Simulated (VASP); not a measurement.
A run of VASP 6.6.1 is set up as follows.

Contents of INCAR:

```
PREC = Accurate ; ENCUT = 500
EDIFF = 1E-6 ; ISMEAR = 0
SIGMA = 0.05 ; LREAL = False
LASPH = True ; NELM = 120
ALGO = Normal ; ISIF = 2
LWAVE = False ; LCHARG = False
GGA = PE ; NBANDS = 14
GGA_COMPAT = False
```

The input KPOINTS:

```
Automatic mesh
0
Gamma
  6 6 6
```

POSCAR

```
NaI
1.0
    0.0000000000      3.2364000000      3.2364000000
    3.1150350000      0.0000000000      3.2364000000
    3.1150350000      3.2364000000      0.0000000000
Na I
1 1
Direct
    0.0000000000      0.0000000000      0.0000000000
    0.5000000000      0.5000000000      0.5000000000
```

Potentials or basis: VASP PAW PBE potentials, release 64 (Na_pv, I).

Run with:

```sh
$ cat potpaw_PBE.64/Na_pv/POTCAR potpaw_PBE.64/I/POTCAR > POTCAR
$ mpirun -np 1 vasp_std > vasp.out
```

Q: Estimate the pressure.

A: 1.2 GPa.

Q: Predict the band gap on the k mesh.

A: 3.73 eV.

Stress tensor (GPa, compression positive):
```
2.08 0.00 0.00
0.00 0.79 0.00
0.00 0.00 0.79
```

Caveat: the cell differs from its parent crystal (strain -0.0375 x Voigt [1, 0, 0, 0, 0, 0]); spin-orbit coupling is left out, which moves the levels of the heavy elements.
